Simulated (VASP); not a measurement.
# AlP3 (Pm-3m) in VASP: a series of runs

Runs on AlP3. Level: PBE. Tasks: single point, relaxation of cell and atoms.

Everything below comes from runs of VASP 6.6.1. Logs are shortened: lines on timing, memory, paths and dates and some standing lists are left out, and cuts for length are marked.

### 1 The cell of the first run

It takes space group Pm-3m (No. 221, cubic). Conventional cell: a = 3.920 Å, b = 3.920 Å, c = 3.920 Å, α = 90.00°, β = 90.00°, γ = 90.00°. Al (site symmetry m-3m) has 12 P at 2.77 Å within 3.7 Å. P (site symmetry 4/mmm) has 4 Al at 2.77 Å and 8 P at 2.77 Å within 3.7 Å.

### 2 Single point, PBE

INCAR

```
SYSTEM = AlP3
PREC = Accurate
ENCUT = 520
EDIFF = 1E-7
ISMEAR = 0
SIGMA = 0.1
LREAL = .False.
LASPH = .True.
NELM = 100
ALGO = Normal
ISIF = 2
LWAVE = .False.
LCHARG = .False.
GGA = PE
NBANDS = 17
```

KPOINTS

```
Automatic mesh
0
Gamma
  10 10 10
  0 0 0
```

POSCAR

```
AlP3
1.0
    3.9201296128      0.0000000000      0.0000000000
    0.0000000000      3.9201296128      0.0000000000
    0.0000000000      0.0000000000      3.9201296128
Al P
1 3
Direct
    0.0000000000      0.0000000000      0.0000000000
    0.0000000000      0.5000000000      0.5000000000
    0.5000000000      0.0000000000      0.5000000000
    0.5000000000      0.5000000000      0.0000000000
```

Potentials or basis: VASP PAW PBE potentials, release 64 (Al, P).

Run with:

```bash
cat potpaw_PBE.64/Al/POTCAR potpaw_PBE.64/P/POTCAR > POTCAR
mpirun -np 1 vasp_std > vasp.out
```

OUTCAR:

```text
SYSTEM = AlP3
   PREC = Accurate
   ENCUT = 520
   EDIFF = 1E-7
   ISMEAR = 0
   LREAL = .False.
   LASPH = .True.
   NELM = 100
   ISIF = 2
   GGA = PE

 ion  position               nearest neighbor table
   1  0.000  0.000  0.000-   2 2.77   3 2.77   4 2.77   2 2.77   3 2.77   2 2.77   4 2.77   2 2.77
                             3 2.77   4 2.77   3 2.77   4 2.77
   2  0.000  0.500  0.500-   1 2.77   3 2.77   4 2.77   1 2.77   4 2.77   1 2.77   3 2.77   1 2.77
                             3 2.77   4 2.77   4 2.77   3 2.77
   3  0.500  0.000  0.500-   1 2.77   2 2.77   4 2.77   1 2.77   4 2.77   2 2.77   4 2.77   4 2.77
                             1 2.77   2 2.77   1 2.77   2 2.77
   4  0.500  0.500  0.000-   1 2.77   2 2.77   3 2.77   2 2.77   3 2.77   1 2.77   3 2.77   3 2.77
                             1 2.77   2 2.77   2 2.77   1 2.77

  LATTYP: Found a simple cubic cell.
 ALAT       =     3.9201296128

  Lattice vectors:

 A1 = (   3.9201296128,   0.0000000000,   0.0000000000)
 A2 = (   0.0000000000,   3.9201296128,   0.0000000000)
 A3 = (   0.0000000000,   0.0000000000,   3.9201296128)

Analysis of symmetry for initial positions (statically):
=====================================================================
 Subroutine PRICEL returns:
 Original cell was already a primitive cell.

 Routine SETGRP: Setting up the symmetry group for a
 simple cubic supercell.

 Subroutine GETGRP returns: Found 48 space group operations
[... 9 lines left out ...]

 Routine SETGRP: Setting up the symmetry group for a
 simple cubic supercell.

 Subroutine GETGRP returns: Found 48 space group operations
[... 11 lines left out ...]
                                     Primitive cell

  volume of cell :      60.2423

  direct lattice vectors                    reciprocal lattice vectors
     3.920129613  0.000000000  0.000000000     0.255093606  0.000000000  0.000000000
     0.000000000  3.920129613  0.000000000     0.000000000  0.255093606  0.000000000
     0.000000000  0.000000000  3.920129613     0.000000000  0.000000000  0.255093606

  length of vectors
     3.920129613  3.920129613  3.920129613     0.255093606  0.255093606  0.255093606

  position of ions in fractional coordinates (direct lattice)
     0.000000000  0.000000000  0.000000000
     0.000000000  0.500000000  0.500000000
     0.500000000  0.000000000  0.500000000
     0.500000000  0.500000000  0.000000000

  ion indices of the primitive-cell ions
   primitive index   ion index
                 1           1
                 2           2
                 3           3
                 4           4

----------------------------------------------------------------------------------------

 KPOINTS: Automatic mesh

Automatic generation of k-mesh.
 Grid dimensions read from file:
 generate k-points for:   10   10   10

 Generating k-lattice:

  Cartesian coordinates                     Fractional coordinates (reciprocal lattice)
     0.025509361  0.000000000  0.000000000     0.100000000  0.000000000  0.000000000
     0.000000000  0.025509361  0.000000000     0.000000000  0.100000000  0.000000000
     0.000000000  0.000000000  0.025509361     0.000000000  0.000000000  0.100000000

  Length of vectors
     0.025509361  0.025509361  0.025509361

  Shift w.r.t. Gamma in fractional coordinates (k-lattice)
     0.000000000  0.000000000  0.000000000

 Subroutine IBZKPT returns following result:
 ===========================================

 Found     56 irreducible k-points:

 Following reciprocal coordinates:
            Coordinates               Weight
  0.000000  0.000000  0.000000      1.000000
  0.100000  0.000000  0.000000      6.000000
  0.200000  0.000000  0.000000      6.000000
  0.300000  0.000000  0.000000      6.000000
  0.400000  0.000000  0.000000      6.000000
  0.500000  0.000000  0.000000      3.000000
[... 16 lines left out ...]
  0.200000  0.100000  0.100000     24.000000
  0.300000  0.100000  0.100000     24.000000
 [... further k-points ...]
   k-points           NKPTS =     56   k-points in BZ     NKDIM =     56   number of bands    NBANDS=     17
   number of dos      NEDOS =    301   number of ions     NIONS =      4
   total plane-waves  NPLWV =  27000
   dimension x,y,z NGX =    30 NGY =   30 NGZ =   30
   dimension x,y,z NGXF=    60 NGYF=   60 NGZF=   60
   ions per type =               1   3
   NGX,Y,Z   is equivalent  to a cutoff of  12.72, 12.72, 12.72 a.u.
   NGXF,Y,Z  is equivalent  to a cutoff of  25.44, 25.44, 25.44 a.u.
 SYSTEM =  AlP3
   PREC   = accura    normal or accurate (medium, high low for compatibility)
   ISTART =      0    job   : 0-new  1-cont  2-samecut
   ICHARG =      2    charge: 1-file 2-atom 10-const
   ISPIN  =      1    spin polarized calculation?
   LNONCOLLINEAR =      F non collinear calculations
   LSORBIT =      F    spin-orbit coupling
   LASPH  =      T    aspherical Exc in radial PAW
   ENCUT  =  520.0 eV  38.22 Ry    6.18 a.u.   7.29  7.29  7.29*2*pi/ulx,y,z
   NELM   =    100;   NELMIN=  2; NELMDL= -5     # of ELM steps
   EDIFF  = 0.1E-06   stopping-criterion for ELM
   LREAL  =      F    real-space projection
   EDIFFG = 0.1E-05   stopping-criterion for IOM
   NSW    =      0    number of steps for IOM
   IBRION =     -1    ionic relax: 0-MD 1-quasi-New 2-CG
   NFREE  =      0    steps in history (QN), initial steepest desc. (CG)
   ISIF   =      2    stress and relaxation
   ISYM   =      2    0-nonsym 1-usesym 2-fastsym
   POTIM  = 0.5000    time-step for ionic-motion
   TEBEG  =    0.0;   TEEND  =   0.0 temperature during run
   PSTRESS=    0.0 pullay stress
   NELECT =      18.0000    total number of electrons
   NUPDOWN=      -1.0000    fix difference up-down
   EMIN   =  10.00;   EMAX   =-10.00  energy-range for DOS
   EFERMI =   0.00;   METHOD = LEGACY
   ISMEAR =     0;   SIGMA  =   0.10  broadening in eV -4-tet -1-fermi 0-gaus
   EFERMI_NEDOS =   21; number of points for ismear=-14 and -15
   IALGO  =     38    algorithm
   IMIX   =      4    mixing-type and parameters
     AMIX     =   0.40;   BMIX     =  1.00
     AMIX_MAG =   1.60;   BMIX_MAG =  1.00
  volume/ion in A,a.u.               =      15.06       101.63
  Fermi-wavevector in a.u.,A,eV,Ry     =   1.094457  2.068223 16.297540  1.197835
  Thomas-Fermi vector in A             =   2.230762
   LORBIT       =      0    0 simple, 1 ext, 2 COOP (PROOUT), +10 PAW based schemes
   GGA     = PE    functional components
   LHFCALC =     F    Hartree Fock is set to
   AEXX    =    0.0000 exact exchange contribution
   IVDW    =     0    specifies the selected vdW correction
   LEPSILON=     F    determine dielectric tensor
   LRPA    =     F    only Hartree local field effects (RPA)
 non-spin polarized calculation
 Gauss-broadening in eV      SIGMA  =   0.10
  energy-cutoff  :      520.00
  volume of cell :       60.24
 maximum number of plane-waves:      1647
 NGX is ok and might be reduce to    30
   NGX = 15   NGY = 15   NGZ = 15

 number of electron      18.0000007 magnetization

 Free energy of the ion-electron system (eV)
  ---------------------------------------------------
  ext. energy  EPLUGINS =         0.00000000
  ---------------------------------------------------
  free energy    TOTEN  =       -17.89741077 eV

  energy without entropy =      -17.88878437  energy(sigma->0) =      -17.89309757

 E-fermi :   9.2716     XC(G=0): -11.1067

 val. band max:        9.2475521927   @ k =   0.4000   0.2000   0.2000
 cond. band min:       9.2917327888   @ k =   0.3000   0.3000   0.2000
 fundamental gap:      0.0441805961
 Fermi energy:         9.2716466647

 k-point     1 :       0.0000    0.0000    0.0000
  band No.  band energies     occupation
      1      -6.0931      2.00000
      2       1.3756      2.00000
      3       1.3756      2.00000
      4       3.3252      2.00000
      5       3.3252      2.00000
      6       3.3252      2.00000
[... 9 lines left out ...]
     16      13.9045      0.00000
     17      14.3522      0.00000

 k-point     2 :       0.1000    0.0000    0.0000
  band No.  band energies     occupation
      1      -6.0058      2.00000
      2       0.6817      2.00000
      3       1.4279      2.00000
      4       3.4083      2.00000
      5       3.4083      2.00000
      6       3.8418      2.00000
[... 9 lines left out ...]
     16      14.7418      0.00000
     17      14.7419      0.00000

 k-point     3 :       0.2000    0.0000    0.0000
  band No.  band energies     occupation
      1      -5.7460      2.00000
      2      -0.5084      2.00000
      3       1.5738      2.00000
      4       3.6551      2.00000
      5       3.6551      2.00000
      6       4.5577      2.00000
[... 9 lines left out ...]
     16      15.9502      0.00000
     17      15.9503      0.00000

 k-point     4 :       0.3000    0.0000    0.0000
  band No.  band energies     occupation
      1      -5.3226      2.00000
      2      -1.6845      2.00000
      3       1.7770      2.00000
      4       4.0561      2.00000
      5       4.0561      2.00000
      6       5.1911      2.00000
[... 9 lines left out ...]
     16      15.7249      0.00000
     17      15.7249      0.00000

 k-point     5 :       0.4000    0.0000    0.0000
  band No.  band energies     occupation
      1      -4.7720      2.00000
      2      -2.7068      2.00000
      3       1.9666      2.00000
      4       4.5715      2.00000
      5       4.5715      2.00000
      6       5.7990      2.00000
[... 9 lines left out ...]
     16      15.1314      0.00000
     17      15.3389      0.00000

 k-point     6 :       0.5000    0.0000    0.0000
  band No.  band energies     occupation
      1      -4.3703      2.00000
      2      -3.2683      2.00000
      3       2.0470      2.00000
      4       4.9312      2.00000
      5       4.9312      2.00000
      6       6.1109      2.00000
[... 9 lines left out ...]
     16      14.8824      0.00000
     17      15.9085      0.00000
[... 281 lines left out ...]
 k-point    21 :       0.5000    0.5000    0.0000
  band No.  band energies     occupation
      1      -2.3424      2.00000
      2      -2.1382      2.00000
      3      -2.1382      2.00000
      4       0.9079      2.00000
      5       6.5749      2.00000
      6       7.0615      2.00000
[... 9 lines left out ...]
     16      16.4166      0.00000
     17      18.7027      0.00000

 k-point    22 :       0.1000    0.1000    0.1000
  band No.  band energies     occupation
      1      -5.8316      2.00000
      2       0.5903      2.00000
      3       0.5903      2.00000
      4       2.7881      2.00000
      5       4.5217      2.00000
      6       4.5217      2.00000
[... 9 lines left out ...]
     16      14.8020      0.00000
     17      16.2195      0.00000

 k-point    23 :       0.2000    0.1000    0.1000
  band No.  band energies     occupation
      1      -5.5724      2.00000
      2      -0.4318      2.00000
      3       0.7658      2.00000
      4       2.7932      2.00000
      5       4.6997      2.00000
      6       5.4777      2.00000
[... 9 lines left out ...]
     16      15.2674      0.00000
     17      16.2209      0.00000

 k-point    24 :       0.3000    0.1000    0.1000
  band No.  band energies     occupation
      1      -5.1500      2.00000
      2      -1.5564      2.00000
      3       1.0196      2.00000
      4       3.1438      2.00000
      5       4.9297      2.00000
      6       5.8992      2.00000
[... 9 lines left out ...]
     16      15.8455      0.00000
     17      16.4820      0.00000

 [... further k-points ...]
[... 5 lines left out ...]
  --------------------------------------------------------------------------------------
  -------------------------------------------------------------------------------------
  Total       -0.0552679     -0.0552679     -0.0552679      0.0000000      0.0000000     -0.0000000
  in kB       -1.4698811     -1.4698811     -1.4698811      0.0000000      0.0000000     -0.0000000
  external PRESSURE =      -1.4698811 kB  Pullay stress =       0.0000000 kB

 VOLUME and BASIS-vectors are now :
 -----------------------------------------------------------------------------
  energy-cutoff  :      520.00
  volume of cell :       60.24
      direct lattice vectors                 reciprocal lattice vectors
     3.920129613  0.000000000  0.000000000     0.255093606  0.000000000  0.000000000
     0.000000000  3.920129613  0.000000000     0.000000000  0.255093606  0.000000000
     0.000000000  0.000000000  3.920129613     0.000000000  0.000000000  0.255093606

 POSITION                                       TOTAL-FORCE (eV/Angst)
 -----------------------------------------------------------------------------------
      0.00000      0.00000      0.00000         0.000000      0.000000      0.000000
      0.00000      1.96006      1.96006         0.000000      0.000000      0.000000
      1.96006      0.00000      1.96006         0.000000      0.000000      0.000000
      1.96006      1.96006      0.00000         0.000000      0.000000      0.000000
 -----------------------------------------------------------------------------------
    total drift:                                0.000000      0.000000     -0.000000

  FREE ENERGIE OF THE ION-ELECTRON SYSTEM (eV)
  ---------------------------------------------------
  free  energy   TOTEN  =       -17.8974107681 eV

  energy  without entropy=      -17.8887843657  energy(sigma->0) =      -17.89309757
```

It took 19 s on 1 thread of Intel Xeon 6975P-C (Granite Rapids), shared host; peak memory 0.18 GiB.

What came out:

```yaml
Free_energy: -17.8974 eV
Pressure: -0.1 GPa
Band_gap_on_the_k_mesh: zero (band 9 reaches 13.82 eV, above the bottom of band 10 at 7.51 eV)
```

Levels at points of the mesh, in eV from the Fermi level:
| k point | band 6 | band 7 | band 8 | band 9 | band 10 | band 11 | band 12 | band 13 |
| --- | --- | --- | --- | --- | --- | --- | --- | --- |
| (0.00, 0.00, 0.00) | -5.95 | -2.60 | 0.57 | 0.57 | 0.57 | 2.63 | 2.63 | 2.63 |
| (0.50, 0.00, 0.00) | -3.16 | -3.16 | -3.11 | -2.43 | -1.58 | 2.59 | 2.59 | 4.15 |
| (0.50, 0.50, 0.00) | -2.21 | -2.19 | -2.19 | -1.76 | -1.76 | 1.14 | 1.35 | 4.08 |
| (0.50, 0.50, 0.50) | -7.06 | -7.06 | -4.46 | 4.55 | 4.55 | 4.55 | 4.60 | 4.60 |

### 3 Relaxation of cell and atoms, PBE

This run uses another cell than the first one, of 16.30 Å³/atom, 1.083 times its volume.

INCAR

```
PREC     = Accurate       # precision mode
ENCUT    = 600            # plane-wave cutoff, eV
EDIFF    = 1E-6           # SCF threshold, eV
ISMEAR   = 0              # smearing method
SIGMA    = 0.1            # smearing width, eV
LREAL    = F              # projectors in reciprocal space
LASPH    = T              # aspherical terms in the spheres
NELM     = 100            # most SCF steps
ALGO     = Normal         # electronic algorithm
ISIF     = 3              # what is computed and relaxed
LWAVE    = F              # write WAVECAR
LCHARG   = F              # write CHGCAR
GGA      = PE             # functional
IBRION   = 2              # ionic algorithm
NSW      = 100            # ionic steps
EDIFFG   = -0.01          # ionic threshold
```

KPOINTS

```
Automatic mesh
0
Gamma
  10 10 10
```

POSCAR

```
AlP3
1.0
    4.0252111479      0.0000000000      0.0000000000
    0.0000000000      4.0252111479      0.0000000000
    0.0000000000      0.0000000000      4.0252111479
Al P
1 3
Direct
    0.0000000000      0.0000000000      0.0000000000
    0.0000000000      0.5000000000      0.5000000000
    0.5000000000      0.0000000000      0.5000000000
    0.5000000000      0.5000000000      0.0000000000
```

Potentials or basis: VASP PAW PBE potentials, release 64 (Al, P).

Run with:

```bash
cat potpaw_PBE.64/Al/POTCAR potpaw_PBE.64/P/POTCAR > POTCAR
mpirun -np 1 vasp_std > vasp.out
```

Run time: 24 s. Hardware: 1 thread of Intel Xeon 6975P-C (Granite Rapids), shared host; peak memory 0.21 GiB.

The run converged. Its results:

```yaml
Free_energy: -17.8979 eV
Relaxed_volume: 15.04 Å³/atom
Relaxed_cell: a = 3.918 Å, b = 3.918 Å, c = 3.918 Å, α = 90.00°, β = 90.00°, γ = 90.00°
Space_group_after_relaxing_to_0.05_Å: Pm-3m (No. 221)
Energy_gained_by_relaxing: 24.5 meV/atom
Ionic_steps: 3
Pressure_after_relaxing: 0.0 GPa
Band_gap_on_the_k_mesh: zero (band 9 reaches 13.85 eV, above the bottom of band 10 at 7.53 eV)
```

The path:
| step | energy change (eV) | largest force (eV/Å) | pressure (GPa) | volume (Å³) |
| --- | --- | --- | --- | --- |
| 1 | 0.0000 | 0.0000 | -5.78 | 65.22 |
| 2 | -0.0976 | 0.0000 | 0.48 | 59.82 |
| 3 | -0.0981 | 0.0000 | 0.01 | 60.15 |

Final structure:
```xyz
4
Lattice="3.9180 0.0000 0.0000 0.0000 3.9180 0.0000 0.0000 0.0000 3.9180" Properties=species:S:1:pos:R:3 pbc="T T T"
Al    0.0000    0.0000    0.0000
P     0.0000    1.9590    1.9590
P     1.9590    0.0000    1.9590
P     1.9590    1.9590    0.0000
```

Levels at points of the mesh, in eV from the Fermi level:
```csv
k point,band 5,band 6,band 7,band 8,band 9,band 10,band 11,band 12,band 13
"(0.00, 0.00, 0.00)",-5.96,-5.96,-2.60,0.57,0.57,0.57,2.63,2.63,2.63
"(0.50, 0.00, 0.00)",-4.35,-3.17,-3.17,-3.11,-2.44,-1.59,2.60,2.60,4.16
"(0.50, 0.50, 0.00)",-2.70,-2.22,-2.19,-2.19,-1.76,-1.76,1.14,1.35,4.12
"(0.50, 0.50, 0.50)",-7.08,-7.08,-7.08,-4.47,4.56,4.56,4.56,4.61,4.61
```

### 4 Single point, PBE

This run uses another cell than the first one, of 16.30 Å³/atom, 1.083 times its volume.

INCAR

```
PREC     = Accurate       # precision mode
ENCUT    = 520            # plane-wave cutoff, eV
EDIFF    = 1E-6           # SCF threshold, eV
ISMEAR   = 0              # smearing method
SIGMA    = 0.1            # smearing width, eV
LREAL    = F              # projectors in reciprocal space
LASPH    = T              # aspherical terms in the spheres
NELM     = 60             # most SCF steps
ALGO     = Normal         # electronic algorithm
ISIF     = 2              # what is computed and relaxed
LWAVE    = F              # write WAVECAR
LCHARG   = T              # write CHGCAR
GGA      = PE             # functional
LELF     = T              # ELF
LVHAR    = T            
NBANDS   = 17             # bands
```

KPOINTS

```
regular mesh
0
Gamma
  4 4 4
```

POSCAR is that of step 3.

Run with:

```bash
cat potpaw_PBE.64/Al/POTCAR potpaw_PBE.64/P/POTCAR > POTCAR
mpirun -np 1 vasp_std > vasp.out
```

Run time: 9.6 s. Hardware: 1 thread of Intel Xeon Platinum 8375C at 2.90GHz (Ice Lake), shared host; peak memory 0.16 GiB.

The run converged. Its results:

* Free energy: -17.7233 eV
* Pressure: -3.1 GPa
* Band gap on the k mesh: zero (band 9 reaches 12.32 eV, above the bottom of band 10 at 6.46 eV)

Levels at points of the mesh, in eV from the Fermi level:
| k point | band 5 | band 6 | band 7 | band 8 | band 9 | band 10 | band 11 | band 12 | band 13 | band 14 |
| --- | --- | --- | --- | --- | --- | --- | --- | --- | --- | --- |
| (0.00, 0.00, 0.00) | -5.35 | -5.35 | -2.35 | 0.64 | 0.64 | 0.64 | 2.56 | 2.56 | 2.56 | 4.97 |
| (0.50, 0.00, 0.00) | -3.84 | -3.16 | -2.72 | -2.72 | -2.00 | -1.20 | 2.51 | 2.51 | 3.84 | 3.95 |
| (0.50, 0.50, 0.00) | -2.56 | -1.83 | -1.83 | -1.83 | -1.64 | -1.64 | 1.31 | 1.44 | 3.85 | 3.88 |
| (0.50, 0.50, 0.50) | -6.38 | -6.38 | -6.38 | -4.08 | 4.22 | 4.22 | 4.22 | 4.26 | 4.26 | 9.17 |

Caveat: the k points lie up to 0.39 Å⁻¹ apart.

[end of part 1 of 2]
